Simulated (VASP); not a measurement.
# CaSe (Fm-3m) in VASP: single point with PBE

Aim: the single point of CaSe with PBE.

Everything below comes from runs of VASP 6.6.1. Logs are shortened: lines on timing, memory, paths and dates and some standing lists are left out, and cuts for length are marked.

### Step 1. The cell of the first run

It takes space group Fm-3m (No. 225, cubic). Conventional cell: a = 5.932 Å, b = 5.932 Å, c = 5.932 Å, α = 90.00°, β = 90.00°, γ = 90.00°. Within 3.9 Å of Ca (site symmetry m-3m) lie 6 Se at 2.97 Å. Se (site symmetry m-3m) has 6 Ca at 2.97 Å within 3.9 Å.

### Step 2. Single point, PBE

File INCAR:

```
  ALGO = Normal
  EDIFF = 1E-6
  ENCUT = 520
  GGA = PE
  ISIF = 2
  ISMEAR = 0
  LASPH = T
  LCHARG = F
  LREAL = F
  LWAVE = F
  NBANDS = 15
  NELM = 100
  PREC = Accurate
  SIGMA = 0.05
```

File KPOINTS:

```
k-points
0
Gamma
  10 10 10
```

File POSCAR:

```
CaSe
1.0
    0.0000000000      2.9658188856      2.9658188856
    2.9658188856      0.0000000000      2.9658188856
    2.9658188856      2.9658188856      0.0000000000
Ca Se
1 1
Direct
    0.5000000000      0.5000000000      0.5000000000
    0.0000000000      0.0000000000      0.0000000000
```

Potentials or basis: VASP PAW PBE potentials, release 64 (Ca_sv, Se).

Launch:

```console
> cat potpaw_PBE.64/Ca_sv/POTCAR potpaw_PBE.64/Se/POTCAR > POTCAR
> mpirun -np 1 vasp_std > vasp.out
```

OUTCAR:

```text
EDIFF = 1E-6
   ENCUT = 520
   GGA = PE
   ISIF = 2
   ISMEAR = 0
   LASPH = T
   LREAL = F
   NELM = 100
   PREC = Accurate

 ion  position               nearest neighbor table
   1  0.500  0.500  0.500-   2 2.97   2 2.97   2 2.97   2 2.97   2 2.97   2 2.97
   2  0.000  0.000  0.000-   1 2.97   1 2.97   1 2.97   1 2.97   1 2.97   1 2.97

  LATTYP: Found a face centered cubic cell.
 ALAT       =     5.9316377712

  Lattice vectors:

 A1 = (   0.0000000000,   2.9658188856,   2.9658188856)
 A2 = (   2.9658188856,   0.0000000000,   2.9658188856)
 A3 = (   2.9658188856,   2.9658188856,   0.0000000000)

Analysis of symmetry for initial positions (statically):
=====================================================================
 Subroutine PRICEL returns:
 Original cell was already a primitive cell.

 Routine SETGRP: Setting up the symmetry group for a
 face centered cubic supercell.

 Subroutine GETGRP returns: Found 48 space group operations
 (whereof 48 operations were pure point group operations)
 out of a pool of 48 trial point group operations.

The static configuration has the point symmetry O_h .

Analysis of symmetry for dynamics (positions and initial velocities):
=====================================================================
 Subroutine PRICEL returns:
 Original cell was already a primitive cell.

 Routine SETGRP: Setting up the symmetry group for a
 face centered cubic supercell.

 Subroutine GETGRP returns: Found 48 space group operations
 (whereof 48 operations were pure point group operations)
 out of a pool of 48 trial point group operations.

The dynamic configuration has the point symmetry O_h .

 Subroutine INISYM returns: Found 48 space group operations
 (whereof 48 operations are pure point group operations),
 and found     1 'primitive' translations

----------------------------------------------------------------------------------------

                                     Primitive cell

  volume of cell :      52.1752

  direct lattice vectors                    reciprocal lattice vectors
     0.000000000  2.965818886  2.965818886    -0.168587503  0.168587503  0.168587503
     2.965818886  0.000000000  2.965818886     0.168587503 -0.168587503  0.168587503
     2.965818886  2.965818886  0.000000000     0.168587503  0.168587503 -0.168587503

  length of vectors
     4.194301292  4.194301292  4.194301292     0.292002121  0.292002121  0.292002121

  position of ions in fractional coordinates (direct lattice)
     0.500000000  0.500000000  0.500000000
     0.000000000  0.000000000  0.000000000
[... 88 lines left out ...]
   NELECT =      16.0000    total number of electrons
   NUPDOWN=      -1.0000    fix difference up-down
   EMIN   =  10.00;   EMAX   =-10.00  energy-range for DOS
   EFERMI =   0.00;   METHOD = LEGACY
   ISMEAR =     0;   SIGMA  =   0.05  broadening in eV -4-tet -1-fermi 0-gaus
   EFERMI_NEDOS =   21; number of points for ismear=-14 and -15
   IALGO  =     38    algorithm
   IMIX   =      4    mixing-type and parameters
     AMIX     =   0.40;   BMIX     =  1.00
     AMIX_MAG =   1.60;   BMIX_MAG =  1.00
  volume/ion in A,a.u.               =      26.09       176.05
  Fermi-wavevector in a.u.,A,eV,Ry     =   1.103977  2.086215 16.582321  1.218766
  Thomas-Fermi vector in A             =   2.240443
   LORBIT       =      0    0 simple, 1 ext, 2 COOP (PROOUT), +10 PAW based schemes
   GGA     = PE    functional components
   LHFCALC =     F    Hartree Fock is set to
   AEXX    =    0.0000 exact exchange contribution
   IVDW    =     0    specifies the selected vdW correction
   LEPSILON=     F    determine dielectric tensor
   LRPA    =     F    only Hartree local field effects (RPA)
 non-spin polarized calculation
 Gauss-broadening in eV      SIGMA  =   0.05
  energy-cutoff  :      520.00
  volume of cell :       52.18
 maximum number of plane-waves:      1422
   NGX = 15   NGY = 15   NGZ = 15

 number of electron      15.9999997 magnetization

 Free energy of the ion-electron system (eV)
  ---------------------------------------------------
  ext. energy  EPLUGINS =         0.00000000
  ---------------------------------------------------
  free energy    TOTEN  =        -9.48362571 eV

  energy without entropy =       -9.48362571  energy(sigma->0) =       -9.48362571

 E-fermi :   2.7218     XC(G=0):  -9.1203

 val. band max:        2.3894069752   @ k =   0.0000   0.0000   0.0000
 cond. band min:       4.4328192891   @ k =   0.5000   0.5000   0.0000
 fundamental gap:      2.0434123139
 Fermi energy:         2.7217615442

 k-point     1 :       0.0000    0.0000    0.0000
  band No.  band energies     occupation
      1     -37.3850      2.00000
      2     -18.3774      2.00000
      3     -18.3774      2.00000
      4     -18.3774      2.00000
      5      -9.3808      2.00000
      6       2.3894      2.00000
      7       2.3894      2.00000
      8       2.3894      2.00000
      9       5.6866      0.00000
     10       6.0984      0.00000
     11       6.0984      0.00000
     12       6.0984      0.00000
     13       6.6591      0.00000
     14       6.6591      0.00000
[... 401 lines left out ...]
      2     -18.4472      2.00000
      3     -18.4043      2.00000
      4     -18.4015      2.00000
      5      -8.8574      2.00000
      6      -0.0880      2.00000
      7       1.3613      2.00000
      8       1.5272      2.00000
      9       4.9475      0.00000
     10       7.3976      0.00000
     11       7.5349      0.00000
     12       8.2372      0.00000
     13       8.2447      0.00000
     14       9.2319      0.00000
     15      11.4741      0.00000

 [... further k-points ...]

------------------------ aborting loop because EDIFF is reached ----------------------------------------

  FORCE on cell =-STRESS in cart. coord.  units (eV):
  Direction    XX          YY          ZZ          XY          YZ          ZX
  --------------------------------------------------------------------------------------
  -------------------------------------------------------------------------------------
  Total        0.2689739      0.2689739      0.2689739     -0.0000000     -0.0000000     -0.0000000
  in kB        8.2595579      8.2595579      8.2595579     -0.0000000     -0.0000000     -0.0000000
  external PRESSURE =       8.2595579 kB  Pullay stress =       0.0000000 kB

 VOLUME and BASIS-vectors are now :
 -----------------------------------------------------------------------------
  energy-cutoff  :      520.00
  volume of cell :       52.18
      direct lattice vectors                 reciprocal lattice vectors
     0.000000000  2.965818886  2.965818886    -0.168587503  0.168587503  0.168587503
     2.965818886  0.000000000  2.965818886     0.168587503 -0.168587503  0.168587503
     2.965818886  2.965818886  0.000000000     0.168587503  0.168587503 -0.168587503

 POSITION                                       TOTAL-FORCE (eV/Angst)
 -----------------------------------------------------------------------------------
      2.96582      2.96582      2.96582         0.000000     -0.000000     -0.000000
      0.00000      0.00000      0.00000         0.000000      0.000000      0.000000
 -----------------------------------------------------------------------------------
    total drift:                                0.000000     -0.000000      0.000000

  FREE ENERGIE OF THE ION-ELECTRON SYSTEM (eV)
  ---------------------------------------------------
  free  energy   TOTEN  =        -9.4836257070 eV

  energy  without entropy=       -9.4836257070  energy(sigma->0) =       -9.48362571
```

OSZICAR:

```text
N       E                     dE             d eps       ncg     rms          rms(c)
DAV:   1     0.102631709464E+03    0.10263E+03   -0.76522E+03  1410   0.972E+02
DAV:   2    -0.380252957171E+01   -0.10643E+03   -0.10102E+03  1732   0.254E+02
DAV:   3    -0.955028596854E+01   -0.57478E+01   -0.57017E+01  2646   0.476E+01
DAV:   4    -0.962514104042E+01   -0.74855E-01   -0.74818E-01  1574   0.471E+00
DAV:   5    -0.962596864214E+01   -0.82760E-03   -0.82758E-03  2020   0.467E-01    0.425E+00
DAV:   6    -0.948687434527E+01    0.13909E+00   -0.18407E-01  1648   0.226E+00    0.253E+00
DAV:   7    -0.947951453625E+01    0.73598E-02   -0.98790E-02  1854   0.199E+00    0.812E-01
DAV:   8    -0.948338298974E+01   -0.38685E-02   -0.11555E-02  1502   0.823E-01    0.111E-01
DAV:   9    -0.948349894886E+01   -0.11596E-03   -0.61546E-04  1896   0.250E-01    0.473E-02
DAV:  10    -0.948360719593E+01   -0.10825E-03   -0.14195E-04  1558   0.739E-02    0.160E-02
DAV:  11    -0.948362726176E+01   -0.20066E-04   -0.47156E-05  1753   0.602E-02    0.958E-03
DAV:  12    -0.948362620022E+01    0.10615E-05   -0.22309E-06  1727   0.118E-02    0.474E-03
DAV:  13    -0.948362570697E+01    0.49325E-06   -0.86377E-07  1097   0.629E-03
   1 F= -.94836257E+01 E0= -.94836257E+01  d E =-.547925E-23
```

stdout:

```text
POSCAR found type information on POSCAR CaSe
 POSCAR found :  2 types and       2 ions
 scaLAPACK will be used
 LDA part: xc-table for (Slater+PW92), standard interpolation
 POSCAR, INCAR and KPOINTS ok, starting setup
 FFT: planning ... GRIDC
 FFT: planning ... GRID_SOFT
 FFT: planning ... GRID
 WAVECAR not read
 entering main loop
```

It took 23 s on 1 thread of Intel Xeon Platinum 8259CL at 2.50GHz (Skylake/Cascade Lake), shared host; peak memory 0.19 GiB.

Results:

* Free energy: -9.4836 eV
* Pressure: 0.8 GPa
* Band gap on the k mesh: 2.04 eV (least direct gap 2.97 eV)

Levels at points of the mesh, in eV from the valence-band top:
| k point | band 6 | band 7 | band 8 | band 9 | band 10 | band 11 |
| --- | --- | --- | --- | --- | --- | --- |
| (0.00, 0.00, 0.00) | 0.00 | 0.00 | 0.00 | 3.30 | 3.71 | 3.71 |
| (0.50, 0.00, 0.00) | -3.25 | -1.18 | -1.18 | 4.50 | 5.46 | 5.49 |
| (0.50, 0.50, 0.00) | -2.50 | -0.93 | -0.93 | 2.04 | 5.01 | 5.03 |

A k mesh can miss the band edges.
